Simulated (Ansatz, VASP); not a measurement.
# KCl: VASP beside Ansatz

```
CELL_PARAMETERS angstrom
3.73307 0.00000 0.00000
0.00000 3.73307 0.00000
0.00000 0.00000 3.73307
ATOMIC_POSITIONS crystal
K 0.00000 0.00000 0.00000
Cl 0.50000 0.50000 0.50000
```

Alike in both runs: task single point; functional r2SCAN; k mesh 6 × 6 × 6; no spin polarisation.

|  | VASP | Ansatz |
| --- | --- | --- |
| version | VASP 6.6.1 | Ansatz 0.2.0 |
| potentials or method | VASP PAW PBE potentials, release 64 (K_sv, Cl) | plane waves, PAW |
| plane-wave cutoff (eV) | 520 | 500 |
| occupations | gaussian, width 0.01 eV | fixed |
| valence electrons in the cell | 16 | 16 |

|  | VASP | Ansatz | Ansatz less VASP |
| --- | --- | --- | --- |
| gap on the k mesh at the Fermi level (eV) | 5.96 | 5.95 | -0.006 |
| pressure (GPa) | 0.7 | 0.7 | +0.03 |

VASP's potentials were made for PBE, not for r2SCAN.
